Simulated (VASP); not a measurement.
# Ti (Fm-3m) in VASP: notebook

The runs below take Ti through single point, with PBE.

All numbers are computed with VASP 6.6.1; they aren't measurements. Logs are shortened: lines on timing, memory, paths and dates and some standing lists are left out, and cuts for length are marked.

## 1. The cell of the first run

The structure is cubic, space group Fm-3m (No. 225). Conventional cell: a = 4.028 Å, b = 4.028 Å, c = 4.028 Å, α = 90.00°, β = 90.00°, γ = 90.00°. Within 3.8 Å of Ti (site symmetry m-3m) lie 12 Ti at 2.85 Å.

This isn't the form of Ti at room conditions, which is hcp.

## 2. Single point, PBE, collinear spin (16.34 Å³/atom)

Contents of INCAR:

```
SYSTEM = Ti
PREC = Accurate
ENCUT = 520
EDIFF = 1E-6
ISMEAR = 0
SIGMA = 0.15
LREAL = .False.
LASPH = .True.
NELM = 150
ALGO = Normal
ISIF = 2
LWAVE = .False.
LCHARG = .False.
ISPIN = 2
MAGMOM = 0.75
LORBIT = 11
NUPDOWN = 0.75
LMAXMIX = 4
GGA = PE
NBANDS = 16
```

Contents of KPOINTS:

```
Automatic mesh
0
Gamma
  20 20 20
  0 0 0
```

Contents of POSCAR:

```
Ti
1.0
    0.0000000000      2.0140264001      2.0140264001
    2.0140264001      0.0000000000      2.0140264001
    2.0140264001      2.0140264001      0.0000000000
Ti
1
Direct
    0.0000000000      0.0000000000      0.0000000000
```

Potentials or basis: VASP PAW PBE potentials, release 64 (Ti_sv).

Run with:

```console
$ cat potpaw_PBE.64/Ti_sv/POTCAR > POTCAR
$ mpirun -np 1 vasp_std > vasp.out
```

OUTCAR:

```text
SYSTEM = Ti
   PREC = Accurate
   ENCUT = 520
   EDIFF = 1E-6
   ISMEAR = 0
   LREAL = .False.
   LASPH = .True.
   NELM = 150
   ISIF = 2
   ISPIN = 2
   LORBIT = 11
   NUPDOWN = 0.75
   GGA = PE

 ion  position               nearest neighbor table
   1  0.000  0.000  0.000-

  LATTYP: Found a face centered cubic cell.
 ALAT       =     4.0280528002

  Lattice vectors:

 A1 = (   0.0000000000,   2.0140264001,   2.0140264001)
 A2 = (   2.0140264001,   0.0000000000,   2.0140264001)
 A3 = (   2.0140264001,   2.0140264001,   0.0000000000)

Analysis of symmetry for initial positions (statically):
=====================================================================
 Subroutine PRICEL returns:
 Original cell was already a primitive cell.

 Routine SETGRP: Setting up the symmetry group for a
 face centered cubic supercell.

 Subroutine GETGRP returns: Found 48 space group operations
 (whereof 48 operations were pure point group operations)
 out of a pool of 48 trial point group operations.

The static configuration has the point symmetry O_h .

Analysis of symmetry for dynamics (positions and initial velocities):
=====================================================================
 Subroutine PRICEL returns:
 Original cell was already a primitive cell.

 Routine SETGRP: Setting up the symmetry group for a
 face centered cubic supercell.

 Subroutine GETGRP returns: Found 48 space group operations
 (whereof 48 operations were pure point group operations)
 out of a pool of 48 trial point group operations.

The dynamic configuration has the point symmetry O_h .

Analysis of structural, dynamic, and magnetic symmetry:
=====================================================================
 Subroutine PRICEL returns:
 Original cell was already a primitive cell.

 Routine SETGRP: Setting up the symmetry group for a
 face centered cubic supercell.

 Subroutine GETGRP returns: Found 48 space group operations
 (whereof 48 operations were pure point group operations)
 out of a pool of 48 trial point group operations.

The overall configuration has the point symmetry O_h .

 Subroutine INISYM returns: Found 48 space group operations
 (whereof 48 operations are pure point group operations),
 and found     1 'primitive' translations

----------------------------------------------------------------------------------------

                                     Primitive cell

  volume of cell :      16.3390

  direct lattice vectors                    reciprocal lattice vectors
     0.000000000  2.014026400  2.014026400    -0.248258911  0.248258911  0.248258911
     2.014026400  0.000000000  2.014026400     0.248258911 -0.248258911  0.248258911
     2.014026400  2.014026400  0.000000000     0.248258911  0.248258911 -0.248258911

  length of vectors
     2.848263450  2.848263450  2.848263450     0.429997047  0.429997047  0.429997047

  position of ions in fractional coordinates (direct lattice)
     0.000000000  0.000000000  0.000000000

  ion indices of the primitive-cell ions
   primitive index   ion index
                 1           1

----------------------------------------------------------------------------------------

 KPOINTS: Automatic mesh

Automatic generation of k-mesh.
 Grid dimensions read from file:
 generate k-points for:   20   20   20

 Generating k-lattice:

  Cartesian coordinates                     Fractional coordinates (reciprocal lattice)
    -0.012412946  0.012412946  0.012412946     0.050000000  0.000000000  0.000000000
     0.012412946 -0.012412946  0.012412946     0.000000000  0.050000000  0.000000000
     0.012412946  0.012412946 -0.012412946     0.000000000  0.000000000  0.050000000

  Length of vectors
     0.021499852  0.021499852  0.021499852

  Shift w.r.t. Gamma in fractional coordinates (k-lattice)
     0.000000000  0.000000000  0.000000000

 Subroutine IBZKPT returns following result:
 ===========================================

 Found    256 irreducible k-points:

 Following reciprocal coordinates:
            Coordinates               Weight
  0.000000  0.000000  0.000000      1.000000
  0.050000  0.000000  0.000000      8.000000
  0.100000  0.000000  0.000000      8.000000
  0.150000  0.000000  0.000000      8.000000
  0.200000  0.000000  0.000000      8.000000
  0.250000  0.000000  0.000000      8.000000
[... 16 lines left out ...]
 -0.400000  0.050000  0.000000     24.000000
 -0.350000  0.050000  0.000000     24.000000
 [... further k-points ...]
   k-points           NKPTS =    256   k-points in BZ     NKDIM =    256   number of bands    NBANDS=     16
   number of dos      NEDOS =    301   number of ions     NIONS =      1
   total plane-waves  NPLWV =  13824
   dimension x,y,z NGX =    24 NGY =   24 NGZ =   24
   dimension x,y,z NGXF=    48 NGYF=   48 NGZF=   48
   ions per type =               1
   NGX,Y,Z   is equivalent  to a cutoff of  14.01, 14.01, 14.01 a.u.
   NGXF,Y,Z  is equivalent  to a cutoff of  28.02, 28.02, 28.02 a.u.
 SYSTEM =  Ti
   PREC   = accura    normal or accurate (medium, high low for compatibility)
   ISTART =      0    job   : 0-new  1-cont  2-samecut
   ICHARG =      2    charge: 1-file 2-atom 10-const
   ISPIN  =      2    spin polarized calculation?
   LNONCOLLINEAR =      F non collinear calculations
   LSORBIT =      F    spin-orbit coupling
   LASPH  =      T    aspherical Exc in radial PAW
   ENCUT  =  520.0 eV  38.22 Ry    6.18 a.u.   5.30  5.30  5.30*2*pi/ulx,y,z
   NELM   =    150;   NELMIN=  2; NELMDL= -5     # of ELM steps
   EDIFF  = 0.1E-05   stopping-criterion for ELM
   LREAL  =      F    real-space projection
   EDIFFG = 0.1E-04   stopping-criterion for IOM
   NSW    =      0    number of steps for IOM
   IBRION =     -1    ionic relax: 0-MD 1-quasi-New 2-CG
   NFREE  =      0    steps in history (QN), initial steepest desc. (CG)
   ISIF   =      2    stress and relaxation
   ISYM   =      2    0-nonsym 1-usesym 2-fastsym
   POTIM  = 0.5000    time-step for ionic-motion
   TEBEG  =    0.0;   TEEND  =   0.0 temperature during run
   PSTRESS=    0.0 pullay stress
   NELECT =      12.0000    total number of electrons
   NUPDOWN=       0.7500    fix difference up-down
   EMIN   =  10.00;   EMAX   =-10.00  energy-range for DOS
   EFERMI =   0.00;   METHOD = LEGACY
   ISMEAR =     0;   SIGMA  =   0.15  broadening in eV -4-tet -1-fermi 0-gaus
   EFERMI_NEDOS =   21; number of points for ismear=-14 and -15
   IALGO  =     38    algorithm
   IMIX   =      4    mixing-type and parameters
     AMIX     =   0.40;   BMIX     =  1.00
     AMIX_MAG =   1.60;   BMIX_MAG =  1.00
  volume/ion in A,a.u.               =      16.34       110.26
  Fermi-wavevector in a.u.,A,eV,Ry     =   1.477044  2.791208 29.683271  2.181659
  Thomas-Fermi vector in A             =   2.591496
   LORBIT       =     11    0 simple, 1 ext, 2 COOP (PROOUT), +10 PAW based schemes
   GGA     = PE    functional components
   LHFCALC =     F    Hartree Fock is set to
   AEXX    =    0.0000 exact exchange contribution
   IVDW    =     0    specifies the selected vdW correction
   LEPSILON=     F    determine dielectric tensor
   LRPA    =     F    only Hartree local field effects (RPA)
 spin polarized calculation
 Gauss-broadening in eV      SIGMA  =   0.15
  energy-cutoff  :      520.00
  volume of cell :       16.34
 maximum number of plane-waves:       459
 NGX is ok and might be reduce to    24
   NGX = 11   NGY = 11   NGZ = 11

 number of electron      12.0000000 magnetization       0.7500000

 Free energy of the ion-electron system (eV)
  ---------------------------------------------------
  ext. energy  EPLUGINS =         0.00000000
  ---------------------------------------------------
  free energy    TOTEN  =        -7.69553432 eV

  energy without entropy =       -7.67942335  energy(sigma->0) =       -7.68747883

 E-fermi :   8.6858     XC(G=0): -11.7741

 val. band max:        9.0769163019   @ k =  -0.3500   0.1500   0.0000
 cond. band min:       8.6905070616   @ k =  -0.3500   0.2000   0.0500
 fundamental gap:     -0.3864092403
 Fermi energy:         9.0885213339

 spin component 1

 k-point     1 :       0.0000    0.0000    0.0000
  band No.  band energies     occupation
      1     -47.9095      1.00000
      2     -23.6914      1.00000
      3     -23.6914      1.00000
      4     -23.6914      1.00000
      5       2.3664      1.00000
      6       9.5407      0.00001
[... 8 lines left out ...]
     15      32.9494      0.00000
     16      34.3943      0.00000

 k-point     2 :       0.0500    0.0000    0.0000
  band No.  band energies     occupation
      1     -47.9057      1.00000
      2     -23.7122      1.00000
      3     -23.6939      1.00000
      4     -23.6939      1.00000
      5       2.4527      1.00000
      6       9.4845      0.00009
[... 8 lines left out ...]
     15      33.4055      0.00000
     16      34.3538      0.00000

 k-point     3 :       0.1000    0.0000    0.0000
  band No.  band energies     occupation
      1     -47.8947      1.00000
      2     -23.7727      1.00000
      3     -23.7014      1.00000
      4     -23.7014      1.00000
      5       2.7062      1.00000
      6       9.3290      0.01169
[... 8 lines left out ...]
     15      33.2129      0.00000
     16      34.2018      0.00000
[... 362 lines left out ...]
 k-point    23 :      -0.4000    0.0500    0.0000
  band No.  band energies     occupation
      1     -47.7611      1.00000
      2     -24.4522      1.00000
      3     -23.8080      1.00000
      4     -23.7861      1.00000
      5       5.7976      1.00000
      6       8.9742      0.85939
[... 8 lines left out ...]
     15      31.9166      0.00000
     16      32.2220      0.00000

 k-point    24 :      -0.3500    0.0500    0.0000
  band No.  band energies     occupation
      1     -47.7766      1.00000
      2     -24.3756      1.00000
      3     -23.8002      1.00000
      4     -23.7732      1.00000
      5       5.5326      1.00000
      6       8.7083      0.99983
[... 8 lines left out ...]
     15      31.7321      0.00000
     16      32.1106      0.00000

 [... further k-points ...]

 spin component 2

 k-point     1 :       0.0000    0.0000    0.0000
  band No.  band energies     occupation
      1     -47.4594      1.00000
      2     -23.2441      1.00000
      3     -23.2441      1.00000
      4     -23.2441      1.00000
      5       2.9524      1.00000
      6      10.1144      0.00000
[... 8 lines left out ...]
     15      33.3632      0.00000
     16      35.0500      0.00000

 k-point     2 :       0.0500    0.0000    0.0000
  band No.  band energies     occupation
      1     -47.4557      1.00000
      2     -23.2648      1.00000
      3     -23.2466      1.00000
      4     -23.2466      1.00000
      5       3.0385      1.00000
      6      10.0600      0.00000
[... 8 lines left out ...]
     15      33.8553      0.00000
     16      35.0085      0.00000

 k-point     3 :       0.1000    0.0000    0.0000
  band No.  band energies     occupation
      1     -47.4447      1.00000
      2     -23.3246      1.00000
      3     -23.2540      1.00000
      4     -23.2540      1.00000
      5       3.2918      1.00000
      6       9.9092      0.00000
[... 8 lines left out ...]
     15      33.7811      0.00000
     16      34.8531      0.00000
[... 362 lines left out ...]
 k-point    23 :      -0.4000    0.0500    0.0000
  band No.  band energies     occupation
      1     -47.3123      1.00000
      2     -23.9970      1.00000
      3     -23.3591      1.00000
      4     -23.3375      1.00000
      5       6.4246      1.00000
      6       9.4994      0.00000
[... 8 lines left out ...]
     15      32.4185      0.00000
     16      32.7501      0.00000

 k-point    24 :      -0.3500    0.0500    0.0000
  band No.  band energies     occupation
      1     -47.3277      1.00000
      2     -23.9212      1.00000
      3     -23.3515      1.00000
      4     -23.3247      1.00000
      5       6.1458      1.00000
      6       9.2706      0.00000
[... 8 lines left out ...]
     15      32.2220      0.00000
     16      32.6584      0.00000

 [... further k-points ...]

------------------------ aborting loop because EDIFF is reached ----------------------------------------

  FORCE on cell =-STRESS in cart. coord.  units (eV):
  Direction    XX          YY          ZZ          XY          YZ          ZX
  --------------------------------------------------------------------------------------
  -------------------------------------------------------------------------------------
  Total        0.9151504      0.9151504      0.9151504      0.0000000      0.0000000     -0.0000000
  in kB       89.7382427     89.7382427     89.7382427      0.0000000      0.0000000     -0.0000000
  external PRESSURE =      89.7382427 kB  Pullay stress =       0.0000000 kB

 VOLUME and BASIS-vectors are now :
 -----------------------------------------------------------------------------
  energy-cutoff  :      520.00
  volume of cell :       16.34
      direct lattice vectors                 reciprocal lattice vectors
     0.000000000  2.014026400  2.014026400    -0.248258911  0.248258911  0.248258911
     2.014026400  0.000000000  2.014026400     0.248258911 -0.248258911  0.248258911
     2.014026400  2.014026400  0.000000000     0.248258911  0.248258911 -0.248258911

 POSITION                                       TOTAL-FORCE (eV/Angst)
 -----------------------------------------------------------------------------------
      0.00000      0.00000      0.00000        -0.000000      0.000000     -0.000000
 -----------------------------------------------------------------------------------
    total drift:                                0.000000      0.000000     -0.000000

  FREE ENERGIE OF THE ION-ELECTRON SYSTEM (eV)
  ---------------------------------------------------
  free  energy   TOTEN  =        -7.6955343151 eV

  energy  without entropy=       -7.6794233543  energy(sigma->0) =       -7.68747883

 total charge

# of ion       s       p       d       tot
------------------------------------------
    1        2.261   6.131   1.944  10.336

 magnetization (x)

# of ion       s       p       d       tot
------------------------------------------
    1        0.006   0.057   0.456   0.519
```

Run time: 44 s. Hardware: 1 thread of Intel Xeon 6975P-C (Granite Rapids), shared host; peak memory 0.22 GiB.

Results:

```yaml
Free_energy: -7.6955 eV
Pressure: 9.0 GPa
Net_moment: 0.75 μB per cell
Site_moments: Ti +0.52 μB
Valence_electrons_inside_the_program's_atomic_spheres: Ti 10.34
```

Caveat: the cell stands under pressure; the total moment is fixed, so each spin has its own Fermi level and the state may be an excited one.

## 3. Single point, PBE, collinear spin (16.34 Å³/atom)

Contents of INCAR:

```
PREC = Accurate ; ENCUT = 520
EDIFF = 1E-6 ; ISMEAR = 0
SIGMA = 0.15 ; LREAL = False
LASPH = True ; NELM = 150
ALGO = Normal ; ISIF = 2
LWAVE = False ; LCHARG = True
ISPIN = 2 ; MAGMOM = 0.5
LORBIT = 11 ; NUPDOWN = 0.5
LMAXMIX = 4 ; GGA = PE
LELF = True ; LVHAR = True
NBANDS = 16
```

Contents of KPOINTS:

```
regular mesh
0
Gamma
  20 20 20
```

POSCAR is that of step 2.

Potentials or basis: VASP PAW PBE potentials, release 64 (Ti_sv).

Run with:

```console
$ cat potpaw_PBE.64/Ti_sv/POTCAR > POTCAR
$ mpirun -np 1 vasp_std > vasp.out
```

It took 46 s on 1 thread of Intel Xeon 6975P-C (Granite Rapids), shared host; peak memory 0.22 GiB.

It converged, with:

```yaml
Free_energy: -7.7356 eV
Pressure: 7.9 GPa
Net_moment: 0.50 μB per cell
Site_moments: Ti +0.34 μB
Valence_electrons_inside_the_program's_atomic_spheres: Ti 10.33
```

Caveat: the cell stands under pressure; the total moment is fixed, so each spin has its own Fermi level and the state may be an excited one.

## 4. Single point, PBE, collinear spin (16.34 Å³/atom)

Contents of INCAR:

```
  PREC = Accurate
  ENCUT = 520
  EDIFF = 1E-6
  ISMEAR = 0
  SIGMA = 0.15
  LREAL = False
  LASPH = True
  NELM = 150
  ALGO = Normal
  ISIF = 2
  LWAVE = False
  LCHARG = False
  ISPIN = 2
  MAGMOM = 0.125
  LORBIT = 11
  NUPDOWN = 0.125
  LMAXMIX = 4
  GGA = PE
  NBANDS = 16
```

Contents of KPOINTS:

```
Automatic mesh
0
Gamma
  20 20 20
```

POSCAR is that of step 3.

Run with:

```console
$ cat potpaw_PBE.64/Ti_sv/POTCAR > POTCAR
$ mpirun -np 1 vasp_std > vasp.out
```

It took 40 s on 1 thread of Intel Xeon 6975P-C (Granite Rapids), shared host; peak memory 0.22 GiB.

It converged, with:

```yaml
Free_energy: -7.7640 eV
Pressure: 7.2 GPa
Net_moment: 0.12 μB per cell
Site_moments: Ti +0.09 μB
Valence_electrons_inside_the_program's_atomic_spheres: Ti 10.33
```

Caveat: the cell stands under pressure; the total moment is fixed, so each spin has its own Fermi level and the state may be an excited one.

## 5. Overview

```csv
fixed moment (μB),pressure (GPa),moment (μB)
0.75,9.0,0.75
0.5,7.9,0.50
0.125,7.2,0.12
```

Alike in all rows: task single point; level PBE; potentials or basis VASP PAW PBE potentials, release 64 (Ti_sv); spin collinear; cell as given; k mesh 20 × 20 × 20; cutoff (eV) 520; smearing gaussian 0.15 eV.

Caveats: the cell stands under pressure; the total moment is fixed, so each spin has its own Fermi level and the state may be an excited one.

Total energies depend on the potentials used, so only differences within one code and one set of settings carry meaning.
